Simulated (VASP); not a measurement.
Crystal: B.

```xyz
12
Lattice="2.4540 1.4168 4.1890 -2.4540 1.4168 4.1890 0.0000 -2.8336 4.1890" Properties=species:S:1:pos:R:3 pbc="T T T"
B    -1.5875    0.9165    2.8406
B     0.0000   -1.8331    2.8406
B     1.5875    0.9165    2.8406
B     1.5875   -0.9165    9.7264
B    -1.5875   -0.9165    9.7264
B     0.0000    1.8331    9.7264
B    -1.0103    0.5833    4.4969
B     0.0000   -1.1666    4.4969
B     1.0103    0.5833    4.4969
B     1.0103   -0.5833    8.0701
B    -1.0103   -0.5833    8.0701
B     0.0000    1.1666    8.0701
```

| Item | Value |
| --- | --- |
| Program | VASP 6.6.1 |
| Task | relaxation of cell and atoms |
| Functional | LDA |
| Potentials or basis | VASP PAW LDA potentials, release 64 (B) |
| Cutoff | 600 eV |
| k mesh | 4 × 4 × 4 |
| Occupations | fermi-dirac, width 0.05 eV |
| Spin | no spin polarisation |

At the start: pressure -8.3 GPa; volume 7.28 Å³/atom.

Where does the relaxation end?

Over 8 steps the energy falls by 10.3 meV/atom and the volume is 7.00 Å³/atom (-3.9 %); space group R-3m (No. 166, to 0.05 Å).

Step by step:
```csv
step,energy change (eV),largest force (eV/Å),pressure (GPa),volume (Å³)
1,0.0000,0.6584,-8.31,87.39
2,-0.0450,0.9680,4.61,82.69
3,-0.1130,0.2194,-1.34,84.67
4,-0.1205,0.2196,0.94,83.69
5,-0.1227,0.0887,0.19,84.00
6,-0.1236,0.0557,-0.18,83.95
7,-0.1239,0.0306,-0.05,83.97
8,-0.1241,0.0064,0.01,83.94
```

Final structure:
```cif
data_structure
_symmetry_space_group_name_H-M 'P 1'
_symmetry_Int_Tables_number 1
_cell_length_a 4.9891
_cell_length_b 4.9891
_cell_length_c 4.9891
_cell_angle_alpha 58.079
_cell_angle_beta 58.079
_cell_angle_gamma 58.079
_cell_volume 83.94
loop_
_atom_site_label
_atom_site_type_symbol
_atom_site_fract_x
_atom_site_fract_y
_atom_site_fract_z
_atom_site_occupancy
B1 B 0.01045 0.65429 0.01045 1
B2 B 0.01045 0.01045 0.65429 1
B3 B 0.65429 0.01045 0.01045 1
B4 B 0.98955 0.34571 0.98955 1
B5 B 0.34571 0.98955 0.98955 1
B6 B 0.98955 0.98955 0.34571 1
B7 B 0.22150 0.62999 0.22150 1
B8 B 0.22150 0.22150 0.62999 1
B9 B 0.62999 0.22150 0.22150 1
B10 B 0.77850 0.37001 0.77850 1
B11 B 0.37001 0.77850 0.77850 1
B12 B 0.77850 0.77850 0.37001 1
```
